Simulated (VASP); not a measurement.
Here is a VASP 6.6.1 calculation.

The input INCAR:

```
SYSTEM = LiH
ALGO = Normal
EDIFF = 1E-6
ENCUT = 520
GGA = PE
ISIF = 2
ISMEAR = 0
LASPH = .True.
LCHARG = .False.
LREAL = .False.
LWAVE = .False.
NBANDS = 9
NELM = 80
PREC = Accurate
SIGMA = 0.05
```

KPOINTS

```
k-points
0
Gamma
  10 10 10
  0 0 0
```

File POSCAR:

```
LiH
1.0
    0.0000000000      2.1951000000      1.8699000000
    2.1951000000      0.0000000000      1.8699000000
    2.1951000000      2.1951000000      0.0000000000
Li H
1 1
Direct
    0.0000000000      0.0000000000      0.0000000000
    0.5000000000      0.5000000000      0.5000000000
```

Potentials or basis: VASP PAW PBE potentials, release 64 (Li_sv, H).

Launch:

```console
$ cat potpaw_PBE.64/Li_sv/POTCAR potpaw_PBE.64/H/POTCAR > POTCAR
$ mpirun -np 1 vasp_std > vasp.out
```

Q: Estimate the band gap on the k mesh.

A: 1.78 eV (least direct gap 2.82 eV).

Caveat: the cell differs from its parent crystal (strain +0.080 along x and y, -0.080 along z). A k mesh can miss the band edges.
